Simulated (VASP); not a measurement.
# AlN (I4/mmm) in VASP: notebook

Runs on AlN. Level: LDA. Tasks: electric field gradients.

Everything below comes from runs of VASP 6.6.1. Logs are shortened: lines on timing, memory, paths and dates and some standing lists are left out, and cuts for length are marked.

### 1 The cell of the first run

Symmetry: I4/mmm, No. 139, tetragonal system. The conventional cell has a = 2.797 Å, b = 2.797 Å, c = 3.877 Å, α = 90.00°, β = 90.00°, γ = 90.00°. Within 2.6 Å of Al (site symmetry 4/mmm) lie 6 N at 1.94 to 1.98 Å. N (site symmetry 4/mmm) has 6 Al at 1.94 to 1.98 Å within 2.6 Å.

### 2 Electric field gradients, LDA (zz strain of -2 %)

INCAR

```
ALGO = Normal ; EDIFF = 1E-8
ENCUT = 520 ; GGA_COMPAT = F
ISIF = 2 ; ISMEAR = -1
LASPH = T ; LCHARG = F
LEFG = T ; LREAL = F
LWAVE = F ; NBANDS = 11
NELM = 120 ; PREC = Accurate
SIGMA = 0.02
```

KPOINTS

```
k-points
0
Gamma
  10 10 10
```

POSCAR

```
AlN
1.0
    0.0000000000      1.9780000000      1.9384400000
    1.9780000000      0.0000000000      1.9384400000
    1.9780000000      1.9780000000      0.0000000000
Al N
1 1
Direct
    0.0000000000      0.0000000000      0.0000000000
    0.5000000000      0.5000000000      0.5000000000
```

Potentials or basis: VASP PAW LDA potentials, release 64 (Al, N).

Run with:

```console
$ cat potpaw_LDA.64/Al/POTCAR potpaw_LDA.64/N/POTCAR > POTCAR
$ mpirun -np 1 vasp_std > vasp.out
```

OUTCAR:

```text
EDIFF = 1E-8
   ENCUT = 520
   ISIF = 2
   ISMEAR = -1
   LASPH = T
   LREAL = F
   NELM = 120
   PREC = Accurate

 ion  position               nearest neighbor table
   1  0.000  0.000  0.000-   2 1.94   2 1.94   2 1.98   2 1.98   2 1.98   2 1.98
   2  0.500  0.500  0.500-   1 1.94   1 1.94   1 1.98   1 1.98   1 1.98   1 1.98

  LATTYP: Found a body centered tetragonal cell.
 ALAT       =     2.7973144264
 C/A-ratio  =     1.3859292911

  Lattice vectors:

 A1 = (   0.0000000000,  -1.9780000000,  -1.9384400000)
 A2 = (   0.0000000000,   1.9780000000,  -1.9384400000)
 A3 = (   1.9780000000,   0.0000000000,   1.9384400000)

Analysis of symmetry for initial positions (statically):
=====================================================================
 Subroutine PRICEL returns:
 Original cell was already a primitive cell.

 Routine SETGRP: Setting up the symmetry group for a
 body centered tetragonal supercell.

 Subroutine GETGRP returns: Found 16 space group operations
 (whereof 16 operations were pure point group operations)
 out of a pool of 16 trial point group operations.

The static configuration has the point symmetry D_4h.

Analysis of symmetry for dynamics (positions and initial velocities):
=====================================================================
 Subroutine PRICEL returns:
 Original cell was already a primitive cell.

 Routine SETGRP: Setting up the symmetry group for a
 body centered tetragonal supercell.

 Subroutine GETGRP returns: Found 16 space group operations
 (whereof 16 operations were pure point group operations)
 out of a pool of 16 trial point group operations.

The dynamic configuration has the point symmetry D_4h.

 Subroutine INISYM returns: Found 16 space group operations
 (whereof 16 operations are pure point group operations),
 and found     1 'primitive' translations

----------------------------------------------------------------------------------------

                                     Primitive cell

  volume of cell :      15.1682

  direct lattice vectors                    reciprocal lattice vectors
     0.000000000  1.978000000  1.938440000    -0.252780586  0.252780586  0.257939374
     1.978000000  0.000000000  1.938440000     0.252780586 -0.252780586  0.257939374
     1.978000000  1.978000000  0.000000000     0.252780586  0.252780586 -0.257939374

  length of vectors
     2.769482557  2.769482557  2.797314426     0.440827370  0.440827370  0.440827370

  position of ions in fractional coordinates (direct lattice)
     0.000000000  0.000000000  0.000000000
     0.500000000  0.500000000  0.500000000

  ion indices of the primitive-cell ions
   primitive index   ion index
                 1           1
                 2           2

----------------------------------------------------------------------------------------

 KPOINTS: k-points

Automatic generation of k-mesh.
 Grid dimensions read from file:
 generate k-points for:   10   10   10

 Generating k-lattice:

  Cartesian coordinates                     Fractional coordinates (reciprocal lattice)
    -0.025278059  0.025278059  0.025793937     0.100000000  0.000000000  0.000000000
     0.025278059 -0.025278059  0.025793937     0.000000000  0.100000000  0.000000000
     0.025278059  0.025278059 -0.025793937    -0.000000000 -0.000000000  0.100000000

  Length of vectors
     0.044082737  0.044082737  0.044082737

  Shift w.r.t. Gamma in fractional coordinates (k-lattice)
     0.000000000  0.000000000  0.000000000

 Subroutine IBZKPT returns following result:
 ===========================================

 Found    102 irreducible k-points:

 Following reciprocal coordinates:
            Coordinates               Weight
  0.000000  0.000000  0.000000      1.000000
  0.100000  0.000000  0.000000      8.000000
  0.200000  0.000000  0.000000      8.000000
  0.300000 -0.000000  0.000000      8.000000
  0.400000  0.000000  0.000000      8.000000
  0.500000  0.000000  0.000000      4.000000
[... 16 lines left out ...]
  0.300000  0.300000  0.000000      2.000000
  0.400000  0.300000  0.000000      8.000000
 [... further k-points ...]
   k-points           NKPTS =    102   k-points in BZ     NKDIM =    102   number of bands    NBANDS=     11
   number of dos      NEDOS =    301   number of ions     NIONS =      2
   total plane-waves  NPLWV =  13824
   dimension x,y,z NGX =    24 NGY =   24 NGZ =   24
   dimension x,y,z NGXF=    48 NGYF=   48 NGZF=   48
   ions per type =               1   1
   NGX,Y,Z   is equivalent  to a cutoff of  14.41, 14.41, 14.26 a.u.
   NGXF,Y,Z  is equivalent  to a cutoff of  28.81, 28.81, 28.53 a.u.
 SYSTEM =  unknown system
   PREC   = accura    normal or accurate (medium, high low for compatibility)
   ISTART =      0    job   : 0-new  1-cont  2-samecut
   ICHARG =      2    charge: 1-file 2-atom 10-const
   ISPIN  =      1    spin polarized calculation?
   LNONCOLLINEAR =      F non collinear calculations
   LSORBIT =      F    spin-orbit coupling
   LASPH  =      T    aspherical Exc in radial PAW
   ENCUT  =  520.0 eV  38.22 Ry    6.18 a.u.   5.15  5.15  5.20*2*pi/ulx,y,z
   NELM   =    120;   NELMIN=  2; NELMDL= -5     # of ELM steps
   EDIFF  = 0.1E-07   stopping-criterion for ELM
   LREAL  =      F    real-space projection
   EDIFFG = 0.1E-06   stopping-criterion for IOM
   NSW    =      0    number of steps for IOM
   IBRION =     -1    ionic relax: 0-MD 1-quasi-New 2-CG
   NFREE  =      0    steps in history (QN), initial steepest desc. (CG)
   ISIF   =      2    stress and relaxation
   ISYM   =      2    0-nonsym 1-usesym 2-fastsym
   POTIM  = 0.5000    time-step for ionic-motion
   TEBEG  =    0.0;   TEEND  =   0.0 temperature during run
   PSTRESS=    0.0 pullay stress
   NELECT =       8.0000    total number of electrons
   NUPDOWN=      -1.0000    fix difference up-down
   EMIN   =  10.00;   EMAX   =-10.00  energy-range for DOS
   EFERMI =   0.00;   METHOD = LEGACY
   ISMEAR =    -1;   SIGMA  =   0.02  broadening in eV -4-tet -1-fermi 0-gaus
   EFERMI_NEDOS =   21; number of points for ismear=-14 and -15
   IALGO  =     38    algorithm
   IMIX   =      4    mixing-type and parameters
     AMIX     =   0.40;   BMIX     =  1.00
     AMIX_MAG =   1.60;   BMIX_MAG =  1.00
  volume/ion in A,a.u.               =       7.58        51.18
  Fermi-wavevector in a.u.,A,eV,Ry     =   1.322695  2.499532 23.803708  1.749523
  Thomas-Fermi vector in A             =   2.452358
   LORBIT       =      0    0 simple, 1 ext, 2 COOP (PROOUT), +10 PAW based schemes
   GGA     = CA    functional components
   LHFCALC =     F    Hartree Fock is set to
   AEXX    =    0.0000 exact exchange contribution
   IVDW    =     0    specifies the selected vdW correction
   LEPSILON=     F    determine dielectric tensor
   LRPA    =     F    only Hartree local field effects (RPA)
 non-spin polarized calculation
  energy-cutoff  :      520.00
  volume of cell :       15.17
 maximum number of plane-waves:       424
 NGX is ok and might be reduce to    24
   NGX = 11   NGY = 11   NGZ = 11

 number of electron       8.0000000 magnetization

 Free energy of the ion-electron system (eV)
  ---------------------------------------------------
  ext. energy  EPLUGINS =         0.00000000
  ---------------------------------------------------
  free energy    TOTEN  =       -16.16440611 eV

  energy without entropy =      -16.16440611  energy(sigma->0) =      -16.16440611

 E-fermi :  11.3863     XC(G=0): -12.9798

 val. band max:       10.9135601360   @ k =   0.0000   0.0000   0.0000
 cond. band min:      15.7550487264   @ k =   0.5000   0.5000   0.0000
 fundamental gap:      4.8414885904
 Fermi energy:        11.3863144534

 k-point     1 :       0.0000    0.0000    0.0000
  band No.  band energies     occupation
      1      -7.3497      2.00000
      2      10.7680      2.00000
      3      10.9136      2.00000
      4      10.9136      2.00000
      5      17.9212      0.00000
      6      23.0600      0.00000
      7      23.0600      0.00000
      8      23.3443      0.00000
      9      28.6206      0.00000
     10      28.7752      0.00000
     11      29.4982      0.00000
[... 309 lines left out ...]
 k-point    24 :       0.4000    0.3000    0.0000
  band No.  band energies     occupation
      1      -3.9125      2.00000
      2       4.7011      2.00000
      3       7.7627      2.00000
      4       8.2829      2.00000
      5      17.1097      0.00000
      6      18.1091      0.00000
      7      24.1109      0.00000
      8      27.1708      0.00000
      9      28.0848      0.00000
     10      33.3386      0.00000
     11      36.7357      0.00000

 [... further k-points ...]

------------------------ aborting loop because EDIFF is reached ----------------------------------------

  FORCE on cell =-STRESS in cart. coord.  units (eV):
  Direction    XX          YY          ZZ          XY          YZ          ZX
  --------------------------------------------------------------------------------------
  -------------------------------------------------------------------------------------
  Total        1.6383064      1.6383064      2.5158106      0.0000000      0.0000000      0.0000000
  in kB      173.0496746    173.0496746    265.7379527      0.0000000      0.0000000      0.0000000
  external PRESSURE =     203.9457673 kB  Pullay stress =       0.0000000 kB

 VOLUME and BASIS-vectors are now :
 -----------------------------------------------------------------------------
  energy-cutoff  :      520.00
  volume of cell :       15.17
      direct lattice vectors                 reciprocal lattice vectors
     0.000000000  1.978000000  1.938440000    -0.252780586  0.252780586  0.257939374
     1.978000000  0.000000000  1.938440000     0.252780586 -0.252780586  0.257939374
     1.978000000  1.978000000  0.000000000     0.252780586  0.252780586 -0.257939374

 POSITION                                       TOTAL-FORCE (eV/Angst)
 -----------------------------------------------------------------------------------
      0.00000      0.00000      0.00000        -0.000000      0.000000     -0.000000
      1.97800      1.97800      1.93844         0.000000     -0.000000      0.000000
 -----------------------------------------------------------------------------------
    total drift:                               -0.000000     -0.000000      0.000000

  FREE ENERGIE OF THE ION-ELECTRON SYSTEM (eV)
  ---------------------------------------------------
  free  energy   TOTEN  =       -16.1644061086 eV

  energy  without entropy=      -16.1644061086  energy(sigma->0) =      -16.16440611

 Electric field gradients (V/A^2)
---------------------------------------------------------------------
 ion       V_xx      V_yy      V_zz      V_xy      V_xz      V_yz
---------------------------------------------------------------------
   1       4.445     4.445    -8.889     0.000     0.000     0.000
   2       1.495     1.495    -2.989     0.000     0.000     0.000
---------------------------------------------------------------------

 Electric field gradients after diagonalization (V/A^2)
 (convention: |V_zz| > |V_xx| > |V_yy|)
----------------------------------------------------------------------
 ion       V_xx      V_yy      V_zz     asymmetry (V_yy - V_xx)/ V_zz
----------------------------------------------------------------------
   1       4.445     4.445    -8.889       0.000
   2       1.495     1.494    -2.989       0.000
----------------------------------------------------------------------

           NMR quadrupolar parameters

 Cq : quadrupolar parameter    Cq=e*Q*V_zz/h
 eta: asymmetry parameters     (V_yy - V_xx)/ V_zz
 Q  : nuclear electric quadrupole moment in mb (millibarn)
----------------------------------------------------------------------
 ion       Cq(MHz)       eta       Q (mb)
----------------------------------------------------------------------
   1      -0.021       0.000       1.000
   2      -0.007       0.000       1.000
----------------------------------------------------------------------
```

Run time: 31 s. Hardware: 1 thread of AMD EPYC 7R13, shared host; peak memory 0.1 GiB.

Results:

```yaml
Free_energy: -16.1644 eV
Pressure: 20.4 GPa
Band_gap_on_the_k_mesh: 4.84 eV (least direct gap 7.01 eV)
Largest_electric_field_gradient_by_atom: Al -8.9; N -3.0 V/Å²
```

Stress tensor (GPa, compression positive):
```
17.30  0.00  0.00
 0.00 17.30  0.00
 0.00  0.00 26.57
```

Levels at points of the mesh, in eV from the valence-band top:
```tsv
k point	band 1	band 2	band 3	band 4	band 5	band 6	band 7	band 8
(0.00, 0.00, 0.00)	-18.26	-0.15	0.00	0.00	7.01	12.15	12.15	12.43
(0.50, 0.00, 0.00)	-14.57	-8.96	-1.35	-1.26	6.62	11.22	11.74	14.35
(0.50, 0.50, 0.00)	-13.31	-7.98	-3.20	-3.20	4.84	5.13	15.08	18.18
(0.50, 0.00, 0.50)	-13.50	-8.09	-3.16	-2.90	5.05	5.34	14.82	18.03
```

Electric field gradients, principal values (V/Å²):
| atom | least | middle | greatest (by size) |
| --- | --- | --- | --- |
| 1 Al | 4.445 | 4.445 | -8.889 |
| 2 N | 1.494 | 1.495 | -2.989 |

Caveat: the cell differs from its parent crystal (zz strain of -2 %); the cell stands under pressure; without QUAD_EFG the Cq values of the log hold for a quadrupole moment of 1 mb, not for the nuclei.

### 3 Electric field gradients, LDA (zz strain of -1 %)

INCAR

```
  ALGO = Normal
  EDIFF = 1E-8
  ENCUT = 520
  GGA_COMPAT = F
  ISIF = 2
  ISMEAR = -1
  LASPH = T
  LCHARG = F
  LEFG = T
  LREAL = F
  LWAVE = F
  NBANDS = 11
  NELM = 120
  PREC = Accurate
  SIGMA = 0.02
```

KPOINTS is that of step 2.

POSCAR

```
AlN
1.0
    0.0000000000      1.9780000000      1.9582200000
    1.9780000000      0.0000000000      1.9582200000
    1.9780000000      1.9780000000      0.0000000000
Al N
1 1
Direct
    0.0000000000      0.0000000000      0.0000000000
    0.5000000000      0.5000000000      0.5000000000
```

Potentials or basis: VASP PAW LDA potentials, release 64 (Al, N).

Run with:

```console
$ cat potpaw_LDA.64/Al/POTCAR potpaw_LDA.64/N/POTCAR > POTCAR
$ mpirun -np 1 vasp_std > vasp.out
```

OUTCAR:

```text
EDIFF = 1E-8
   ENCUT = 520
   ISIF = 2
   ISMEAR = -1
   LASPH = T
   LREAL = F
   NELM = 120
   PREC = Accurate

 ion  position               nearest neighbor table
   1  0.000  0.000  0.000-   2 1.96   2 1.96   2 1.98   2 1.98   2 1.98   2 1.98
   2  0.500  0.500  0.500-   1 1.96   1 1.96   1 1.98   1 1.98   1 1.98   1 1.98

  LATTYP: Found a body centered tetragonal cell.
 ALAT       =     2.7973144264
 C/A-ratio  =     1.4000714267

  Lattice vectors:

 A1 = (   0.0000000000,  -1.9780000000,  -1.9582200000)
 A2 = (   0.0000000000,   1.9780000000,  -1.9582200000)
 A3 = (   1.9780000000,   0.0000000000,   1.9582200000)

Analysis of symmetry for initial positions (statically):
=====================================================================
 Subroutine PRICEL returns:
 Original cell was already a primitive cell.

 Routine SETGRP: Setting up the symmetry group for a
 body centered tetragonal supercell.

[... 524 lines left out ...]
  volume of cell :       15.32
      direct lattice vectors                 reciprocal lattice vectors
     0.000000000  1.978000000  1.958220000    -0.252780586  0.252780586  0.255333926
     1.978000000  0.000000000  1.958220000     0.252780586 -0.252780586  0.255333926
     1.978000000  1.978000000  0.000000000     0.252780586  0.252780586 -0.255333926

 POSITION                                       TOTAL-FORCE (eV/Angst)
 -----------------------------------------------------------------------------------
      0.00000      0.00000      0.00000         0.000000      0.000000     -0.000000
      1.97800      1.97800      1.95822        -0.000000     -0.000000      0.000000
 -----------------------------------------------------------------------------------
    total drift:                               -0.000000     -0.000000      0.000000

  FREE ENERGIE OF THE ION-ELECTRON SYSTEM (eV)
  ---------------------------------------------------
  free  energy   TOTEN  =       -16.1867359946 eV

  energy  without entropy=      -16.1867359946  energy(sigma->0) =      -16.18673599

 Electric field gradients (V/A^2)
---------------------------------------------------------------------
 ion       V_xx      V_yy      V_zz      V_xy      V_xz      V_yz
---------------------------------------------------------------------
   1       2.161     2.161    -4.323     0.000     0.000     0.000
   2       0.727     0.727    -1.454     0.000     0.000     0.000
---------------------------------------------------------------------

 Electric field gradients after diagonalization (V/A^2)
 (convention: |V_zz| > |V_xx| > |V_yy|)
----------------------------------------------------------------------
 ion       V_xx      V_yy      V_zz     asymmetry (V_yy - V_xx)/ V_zz
----------------------------------------------------------------------
   1       2.161     2.161    -4.323       0.000
   2       0.727     0.727    -1.454       0.000
----------------------------------------------------------------------

           NMR quadrupolar parameters

 Cq : quadrupolar parameter    Cq=e*Q*V_zz/h
 eta: asymmetry parameters     (V_yy - V_xx)/ V_zz
 Q  : nuclear electric quadrupole moment in mb (millibarn)
----------------------------------------------------------------------
 ion       Cq(MHz)       eta       Q (mb)
----------------------------------------------------------------------
   1      -0.010       0.000       1.000
   2      -0.004       0.000       1.000
----------------------------------------------------------------------
```

stdout:

```text
POSCAR found type information on POSCAR AlN
 POSCAR found :  2 types and       2 ions
 scaLAPACK will be used
 LDA part: xc-table for (Slater(with rela. corr.)+CA(PZ))
 , standard interpolation
 POSCAR, INCAR and KPOINTS ok, starting setup
 FFT: planning ... GRIDC
 FFT: planning ... GRID_SOFT
 FFT: planning ... GRID
 WAVECAR not read
 entering main loop
ion   1

ion   2
```

Run time: 30 s. Hardware: 1 thread of AMD EPYC 7R13, shared host; peak memory 0.1 GiB.

What came out:

```yaml
Free_energy: -16.1867 eV
Pressure: 16.7 GPa
Band_gap_on_the_k_mesh: 4.96 eV (least direct gap 6.88 eV)
Largest_electric_field_gradient_by_atom: Al -4.3; N -1.5 V/Å²
```

Stress tensor (GPa, compression positive):
```
15.23  0.00  0.00
 0.00 15.23  0.00
 0.00  0.00 19.54
```

Electric field gradients, principal values (V/Å²):
| atom | least | middle | greatest (by size) |
| --- | --- | --- | --- |
| 1 Al | 2.161 | 2.161 | -4.323 |
| 2 N | 0.727 | 0.727 | -1.454 |

Caveat: the cell differs from its parent crystal (zz strain of -1 %); the cell stands under pressure; without QUAD_EFG the Cq values of the log hold for a quadrupole moment of 1 mb, not for the nuclei. A k mesh can miss the band edges.

(Part 1 of 2 ends here.)
